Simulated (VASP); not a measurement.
**Ta: single point with r2SCAN**

The system is Ta.

```
Ta
1.0
    -1.85359    1.85359    1.31049
     1.85359   -1.85359    1.31049
     1.85359    1.85359   -1.31049
Ta
1
Direct
  0.00000 0.00000 0.00000
```

This cell differs from its parent crystal: ratio of the length along z to the lengths across it x 0.707, volume and fractional coordinates fixed.

```yaml
Program: VASP 6.6.1
Task: single point
Functional: r2SCAN
Potentials_or_basis: VASP PAW PBE potentials, release 64 (Ta_pv)
Cutoff: 520 eV
k_mesh: 22 × 22 × 22
Occupations: gaussian, width 0.15 eV
Spin: no spin polarisation
Dipole_correction: no
Further_INCAR_settings: ALGO = Normal; EDIFF = 1e-06; NBANDS = 12
```

```yaml
Pressure: 9.0 GPa
Band_gap_on_the_k_mesh: zero (an odd number of electrons rules out a gap without spin polarisation)
```

Stress tensor (GPa, compression positive):
```
 1.26  0.00  0.00
 0.00  1.26  0.00
 0.00  0.00 24.59
```

Levels at points of the mesh, in eV from the Fermi level:
| k point | band 2 | band 3 | band 4 | band 5 | band 6 | band 7 | band 8 | band 9 | band 10 | band 11 |
| --- | --- | --- | --- | --- | --- | --- | --- | --- | --- | --- |
| (0.00, 0.00, 0.00) | -34.59 | -33.95 | -8.58 | -2.07 | -0.28 | 3.70 | 3.70 | 5.97 | 12.17 | 14.12 |
| (0.50, 0.00, 0.00) | -34.83 | -34.74 | -4.67 | -2.99 | 2.78 | 3.47 | 6.47 | 7.62 | 12.17 | 12.49 |
| (0.50, 0.50, 0.00) | -34.51 | -34.10 | -5.16 | -0.39 | -0.31 | 2.70 | 3.10 | 7.81 | 10.48 | 12.18 |
| (0.50, 0.50, 0.50) | -35.50 | -34.27 | -4.57 | -4.13 | 5.77 | 5.77 | 7.31 | 7.31 | 7.55 | 12.17 |

Run time: 3 min on 1 thread of Intel(R) Xeon(R) 6975P-C (Granite Rapids), on a shared host, peak memory 0.29 GiB.

Caveat: the stress differs along the axes, from 1 to 25 GPa; the PAW data sets were made with another functional, which shifts forces and pressure a little; spin-orbit coupling is left out, which moves the levels of the heavy elements.
